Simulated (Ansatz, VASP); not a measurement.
## Pt in VASP and in Ansatz

The input INCAR:

```
PREC = Accurate
ENCUT = 520
EDIFF = 1E-7
ISMEAR = -1
SIGMA = 0.1
LREAL = False
LASPH = True
NELM = 80
ALGO = Normal
ISIF = 2
LWAVE = False
LCHARG = True
GGA = PE
LELF = True
LVHAR = True
NBANDS = 11
```

Contents of KPOINTS:

```
regular mesh
0
Gamma
  9 9 8
```

The input POSCAR:

```
Pt
1.0
    0.0103600000      1.9690400000      1.9855000000
    1.9753100000      0.0201100000      1.9757500000
    1.9873100000      1.9712900000      0.0081100000
Pt
1
Direct
    0.0000000000      0.0000000000      0.0000000000
```

Input for Ansatz:

```yaml
crystal:
  lattice:
    - [0.01036, 1.96904, 1.9855]
    - [1.97531, 0.02011, 1.97575]
    - [1.98731, 1.97129, 0.00811]
  atoms:
    - { symbol: Pt, position: [0.0, 0.0, 0.0] }
basis:
  ecutwfc: 540.0
  xc_grid: 2
kpoints:
  mp_grid:
    grid: [9, 9, 8]
hamiltonian:
  xc: pbe
scf:
  convergence:
    dr2_threshold: 1.0e-09
  occupations:
    method: fermi_dirac
output:
  forces: true
  stress: true
```

Alike in both runs: task single point; functional PBE; k mesh 9 × 9 × 8; no spin polarisation.

|  | VASP | Ansatz |
| --- | --- | --- |
| version | VASP 6.6.1 | Ansatz 0.2.0 |
| potentials or method | VASP PAW PBE potentials, release 64 (Pt), cutoff 520 eV | plane waves, PAW |
| occupations | fermi-dirac, width 0.1 eV | fermi-dirac |
| valence electrons in the cell | 10 | 18 |

```csv
,VASP,Ansatz,Ansatz less VASP
pressure (GPa),5.2,5.7,+0.51
"traceless stress, the component that is largest in VASP (GPa)",-1.51,-1.52,-0.015
```

VASP's potentials hold 10 valence electrons a cell and Ansatz's 18, so a difference there can come from the potentials and not from the codes. Ansatz's warnings: stress scf threshold loose.

Neither program's run includes spin-orbit coupling.
